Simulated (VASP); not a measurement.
Wanted: the native input for a VASP 6.6.1 run.

- Task: single point
- Functional: PBE
- Potentials or basis: VASP PAW PBE potentials, release 64 (Na_pv, F)
- Cutoff: 520 eV
- k mesh: 8 × 8 × 8
- Occupations: fermi-dirac, width 0.02 eV
- Spin: no spin polarisation
- Dipole correction: no
- Further INCAR settings: ALGO = Normal; EDIFF = 1e-06; NBANDS = 14

The structure of NaF lies in POSCAR:

```
NaF
1.0
    0.0084375378      2.5396988893      2.5396988893
    2.5396988893      0.0084375378      2.5396988893
    2.5396988893      2.5396988893      0.0084375378
Na F
1 1
Direct
    0.0003809637      0.0003809637      0.0003809637
    0.2496190363      0.2496190363      0.2496190363
```

This cell differs from its parent crystal: strain along [111] +0.5%.

These files were run (other wordings do the same):

INCAR

```
ALGO     = Normal         # electronic algorithm
EDIFF    = 1E-6           # SCF threshold, eV
ENCUT    = 520            # plane-wave cutoff, eV
GGA      = PE             # functional
ISIF     = 2              # what is computed and relaxed
ISMEAR   = -1             # smearing method
LASPH    = True           # aspherical terms in the spheres
LCHARG   = False          # write CHGCAR
LREAL    = False          # projectors in reciprocal space
LWAVE    = False          # write WAVECAR
NBANDS   = 14             # bands
NELM     = 60             # most SCF steps
PREC     = Accurate       # precision mode
SIGMA    = 0.02           # smearing width, eV
```

KPOINTS

```
k-points
0
Gamma
  8 8 8
```

Potentials or basis: VASP PAW PBE potentials, release 64 (Na_pv, F).

Command:

```console
$ cat potpaw_PBE.64/Na_pv/POTCAR potpaw_PBE.64/F/POTCAR > POTCAR
$ mpirun -np 1 vasp_std > vasp.out
```

Results of the run:

```
Pressure               : 1.7 GPa
Band gap on the k mesh : 5.59 eV, direct
```

Caveat: the cell differs from its parent crystal (strain along [111] +0.5%).

It took 20 s on 1 thread of Intel(R) Xeon(R) Platinum 8488C (Sapphire Rapids), with other jobs on the host, peak memory 0.16 GiB.
